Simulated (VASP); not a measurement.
Write the native input for VASP 6.6.1 that does the following.

```
Task                   : single point
Functional             : PBE
Potentials or basis    : VASP PAW PBE potentials, release 64 (Ga_d, N)
Cutoff                 : 520 eV
k mesh                 : 10 × 10 × 10
Occupations            : fermi-dirac, width 0.05 eV
Spin                   : no spin polarisation
Dipole correction      : no
Further INCAR settings : ALGO = Normal; EDIFF = 1e-07; NBANDS = 16
```

The structure of GaN lies in POSCAR:

```
GaN
1.0
    0.0000000000      2.2535006075      2.2535006075
    2.2535006075      0.0000000000      2.2535006075
    2.2535006075      2.2535006075      0.0000000000
Ga N
1 1
Direct
    0.0000000000      0.0000000000      0.0000000000
    0.2500000000      0.2500000000      0.2500000000
```

One way to write it, as run:

INCAR

```
PREC = Accurate
ENCUT = 520
EDIFF = 1E-7
ISMEAR = -1
SIGMA = 0.05
LREAL = False
LASPH = True
NELM = 100
ALGO = Normal
ISIF = 2
LWAVE = False
LCHARG = False
GGA = PE
NBANDS = 16
```

KPOINTS

```
regular mesh
0
Gamma
  10 10 10
```

Potentials or basis: VASP PAW PBE potentials, release 64 (Ga_d, N).

Run with:

```sh
$ cat potpaw_PBE.64/Ga_d/POTCAR potpaw_PBE.64/N/POTCAR > POTCAR
$ mpirun -np 1 vasp_std > vasp.out
```

Results of the run:

```
Pressure               : 5.1 GPa
Band gap on the k mesh : 1.72 eV, direct
```

Run time: 13 s on 1 thread of Intel(R) Xeon(R) Platinum 8259CL CPU @ 2.50GHz (Skylake/Cascade Lake), on a shared host, peak memory 0.14 GiB.
